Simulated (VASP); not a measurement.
# W (P6/mmm) in VASP: further runs

Runs on W. Level: r2SCAN. Tasks: single point.

Program: VASP 6.6.1. These are calculated values, not measurements. Logs are shortened: lines on timing, memory, paths and dates and some standing lists are left out, and cuts for length are marked.

## (1) The cell of the first run

Symmetry: P6/mmm, No. 191, hexagonal system. The conventional cell has a = 4.846 Å, b = 4.846 Å, c = 2.692 Å, α = 90.00°, β = 90.00°, γ = 120.00°. W (site symmetry 6/mmm) has 14 W at 2.69 to 3.10 Å within 3.5 Å. W (site symmetry -6m2) has 11 W at 2.69 to 3.10 Å within 3.5 Å.

## (2) Single point, r2SCAN (volume scaled by 1.12)

The input, POSCAR:

```
W
1.0
    4.8455542823      0.0000000000      0.0000000000
   -2.4227771412      4.1963731039      0.0000000000
    0.0000000000      0.0000000000      2.6917119472
W
3
Direct
    0.0000000000      1.0000000000      0.0000000000
    0.3333333333      0.6666666667      0.5000000000
    0.6666666667      0.3333333333      0.5000000000
```

The input, INCAR.step1:

```
SYSTEM = W
PREC     = Accurate       ! precision mode
ENCUT    = 520            ! plane-wave cutoff, eV
ISMEAR   = -1             ! smearing method
SIGMA    = 0.1            ! smearing width, eV
LREAL    = .FALSE.        ! projectors in reciprocal space
LASPH    = .TRUE.         ! aspherical terms in the spheres
NELM     = 60             ! most SCF steps
NBANDS   = 28             ! bands
GGA      = PE             ! functional
ALGO     = Normal         ! electronic algorithm
EDIFF    = 1E-4           ! SCF threshold, eV
LWAVE    = .TRUE.         ! write WAVECAR
LCHARG   = .FALSE.        ! write CHGCAR
```

The input, INCAR.step2:

```
SYSTEM = W
PREC     = Accurate       ! precision mode
ENCUT    = 520            ! plane-wave cutoff, eV
EDIFF    = 1E-6           ! SCF threshold, eV
ISMEAR   = -1             ! smearing method
SIGMA    = 0.1            ! smearing width, eV
LREAL    = .FALSE.        ! projectors in reciprocal space
LASPH    = .TRUE.         ! aspherical terms in the spheres
NELM     = 60             ! most SCF steps
ALGO     = Normal         ! electronic algorithm
ISIF     = 2              ! what is computed and relaxed
LWAVE    = .FALSE.        ! write WAVECAR
LCHARG   = .TRUE.         ! write CHGCAR
METAGGA  = R2SCAN         ! meta-GGA
LMIXTAU  = .TRUE.       
LELF     = .TRUE.         ! ELF
LVHAR    = .TRUE.       
NBANDS   = 28             ! bands
ISTART   = 1
```

The input, KPOINTS:

```
regular mesh
0
G
  9 9 14
  0 0 0
```

Potentials or basis: VASP PAW PBE potentials, release 64 (W_sv).

Run with:

```console
cat potpaw_PBE.64/W_sv/POTCAR > POTCAR
cp INCAR.step1 INCAR
mpirun -np 1 vasp_std > vasp.out
cp INCAR.step2 INCAR
mpirun -np 1 vasp_std > vasp.out
```

OUTCAR:

```text
SYSTEM = W
   PREC = Accurate
   ENCUT = 520
   EDIFF = 1E-6
   ISMEAR = -1
   LREAL = .FALSE.
   LASPH = .TRUE.
   NELM = 60
   ISIF = 2
   METAGGA = R2SCAN
   ISTART = 1

 ion  position               nearest neighbor table
   1  0.000  0.000  0.000-   2 3.10   3 3.10   2 3.10   3 3.10   3 3.10   3 3.10   2 3.10   2 3.10
                             3 3.10   3 3.10   2 3.10   2 3.10
   2  0.333  0.667  0.500-   3 2.80   3 2.80   3 2.80   1 3.10   1 3.10   1 3.10   1 3.10   1 3.10
                             1 3.10
   3  0.667  0.333  0.500-   2 2.80   2 2.80   2 2.80   1 3.10   1 3.10   1 3.10   1 3.10   1 3.10
                             1 3.10

  LATTYP: Found a hexagonal cell.
 ALAT       =     4.8455542823
 C/A-ratio  =     0.5555013504

  Lattice vectors:

 A1 = (   4.8455542823,   0.0000000000,   0.0000000000)
 A2 = (  -2.4227771412,   4.1963731039,   0.0000000000)
 A3 = (   0.0000000000,   0.0000000000,   2.6917119472)

Analysis of symmetry for initial positions (statically):
=====================================================================
 Subroutine PRICEL returns:
 Original cell was already a primitive cell.

 Routine SETGRP: Setting up the symmetry group for a
 hexagonal supercell.

 Subroutine GETGRP returns: Found 24 space group operations
 (whereof 24 operations were pure point group operations)
 out of a pool of 24 trial point group operations.

The static configuration has the point symmetry D_6h.

Analysis of symmetry for dynamics (positions and initial velocities):
=====================================================================
 Subroutine PRICEL returns:
 Original cell was already a primitive cell.

 Routine SETGRP: Setting up the symmetry group for a
 hexagonal supercell.

 Subroutine GETGRP returns: Found 24 space group operations
 (whereof 24 operations were pure point group operations)
 out of a pool of 24 trial point group operations.

The dynamic configuration has the point symmetry D_6h.

 Subroutine INISYM returns: Found 24 space group operations
 (whereof 24 operations are pure point group operations),
 and found     1 'primitive' translations

[... 88 lines left out ...]
   ISTART =      1    job   : 0-new  1-cont  2-samecut
   ICHARG =      0    charge: 1-file 2-atom 10-const
   ISPIN  =      1    spin polarized calculation?
   LNONCOLLINEAR =      F non collinear calculations
   LSORBIT =      F    spin-orbit coupling
   LASPH  =      T    aspherical Exc in radial PAW
   ENCUT  =  520.0 eV  38.22 Ry    6.18 a.u.   9.01  9.01  5.00*2*pi/ulx,y,z
   NELM   =     60;   NELMIN=  2; NELMDL=  0     # of ELM steps
   EDIFF  = 0.1E-05   stopping-criterion for ELM
   LREAL  =      F    real-space projection
   EDIFFG = 0.1E-04   stopping-criterion for IOM
   NSW    =      0    number of steps for IOM
   IBRION =     -1    ionic relax: 0-MD 1-quasi-New 2-CG
   NFREE  =      0    steps in history (QN), initial steepest desc. (CG)
   ISIF   =      2    stress and relaxation
   ISYM   =      2    0-nonsym 1-usesym 2-fastsym
   POTIM  = 0.5000    time-step for ionic-motion
   TEBEG  =    0.0;   TEEND  =   0.0 temperature during run
   PSTRESS=    0.0 pullay stress
   NELECT =      42.0000    total number of electrons
   NUPDOWN=      -1.0000    fix difference up-down
   EMIN   =  10.00;   EMAX   =-10.00  energy-range for DOS
   EFERMI =   0.00;   METHOD = LEGACY
   ISMEAR =    -1;   SIGMA  =   0.10  broadening in eV -4-tet -1-fermi 0-gaus
   EFERMI_NEDOS =   21; number of points for ismear=-14 and -15
   IALGO  =     38    algorithm
   IMIX   =      4    mixing-type and parameters
     AMIX     =   0.40;   BMIX     =  1.00
     AMIX_MAG =   1.60;   BMIX_MAG =  1.00
  volume/ion in A,a.u.               =      18.24       123.12
  Fermi-wavevector in a.u.,A,eV,Ry     =   1.498796  2.832314 30.563987  2.246390
  Thomas-Fermi vector in A             =   2.610509
   LORBIT       =      0    0 simple, 1 ext, 2 COOP (PROOUT), +10 PAW based schemes
   METAGGA = R2SCAN    functional components
   LHFCALC =     F    Hartree Fock is set to
   AEXX    =    0.0000 exact exchange contribution
   IVDW    =     0    specifies the selected vdW correction
   LEPSILON=     F    determine dielectric tensor
   LRPA    =     F    only Hartree local field effects (RPA)
 non-spin polarized calculation
  energy-cutoff  :      520.00
  volume of cell :       54.73
 maximum number of plane-waves:      1490
 NGX is ok and might be reduce to    36
   NGX = 17   NGY = 17   NGZ = 11

 number of electron      42.0000005 magnetization

 Free energy of the ion-electron system (eV)
  ---------------------------------------------------
  ext. energy  EPLUGINS =         0.00000000
  ---------------------------------------------------
  free energy    TOTEN  =      -151.80835232 eV

  energy without entropy =     -151.68034708  energy(sigma->0) =     -151.74434970

 E-fermi :   9.1785     XC(G=0): -14.0394

 val. band max:        9.1630804736   @ k =   0.3333   0.2222   0.2857
 cond. band min:       9.1809743725   @ k =   0.1111  -0.0000   0.2857
 fundamental gap:      0.0178938988
 Fermi energy:         9.1784668563

 k-point     1 :       0.0000    0.0000    0.0000
  band No.  band energies     occupation
      1     -66.9571      2.00000
      2     -66.7629      2.00000
      3     -66.6904      2.00000
      4     -30.5257      2.00000
      5     -30.5257      2.00000
      6     -30.5139      2.00000
[... 733 lines left out ...]
     27      12.6785      0.00000
     28      13.3349      0.00000

 [... further k-points ...]

------------------------ aborting loop because EDIFF is reached ----------------------------------------

  FORCE on cell =-STRESS in cart. coord.  units (eV):
  Direction    XX          YY          ZZ          XY          YZ          ZX
  --------------------------------------------------------------------------------------
  -------------------------------------------------------------------------------------
  Total       -8.2912550     -8.2912550     -9.3997264      0.0000000     -0.0000000      0.0000000
  in kB     -242.7083495   -242.7083495   -275.1564237      0.0000000     -0.0000000      0.0000000
  external PRESSURE =    -253.5243742 kB  Pullay stress =       0.0000000 kB

 VOLUME and BASIS-vectors are now :
 -----------------------------------------------------------------------------
  energy-cutoff  :      520.00
  volume of cell :       54.73
      direct lattice vectors                 reciprocal lattice vectors
     4.845554282  0.000000000  0.000000000     0.206374739  0.119150511  0.000000000
    -2.422777141  4.196373104  0.000000000     0.000000000  0.238301022  0.000000000
     0.000000000  0.000000000  2.691711947     0.000000000  0.000000000  0.371510778

 POSITION                                       TOTAL-FORCE (eV/Angst)
 -----------------------------------------------------------------------------------
      0.00000      0.00000      0.00000         0.000000      0.000000      0.000000
     -0.00000      2.79758      1.34586         0.000000     -0.000000     -0.000000
      2.42278      1.39879      1.34586        -0.000000      0.000000      0.000000
 -----------------------------------------------------------------------------------
    total drift:                                0.000000      0.000000     -0.000000

  FREE ENERGIE OF THE ION-ELECTRON SYSTEM (eV)
  ---------------------------------------------------
  free  energy   TOTEN  =      -151.8083523186 eV

  energy  without entropy=     -151.6803470763  energy(sigma->0) =     -151.74434970
```

Run time: 4.7 min. Hardware: 1 thread of Intel Xeon 6975P-C, shared host; peak memory 0.24 GiB.

Results:

```yaml
Free_energy: -151.8084 eV
Pressure: -25.4 GPa
Band_gap_on_the_k_mesh: zero (band 21 reaches 9.60 eV, above the bottom of band 22 at 8.88 eV)
```

Levels at points of the mesh, in eV from the Fermi level:
```
           k point  band 19  band 20  band 21  band 22  band 23  band 24
(0.00, 0.00, 0.00)    -2.43    -2.20    -0.19    -0.19     2.17     2.17
(0.00, 0.00, 0.50)    -0.85    -0.85     0.19     0.19     2.93     2.93
```

Caveat: the PAW data sets were made with another functional, which shifts forces and pressure a little; spin-orbit coupling is left out, which moves the levels of the heavy elements.

(Continued in part 2 of 3.)
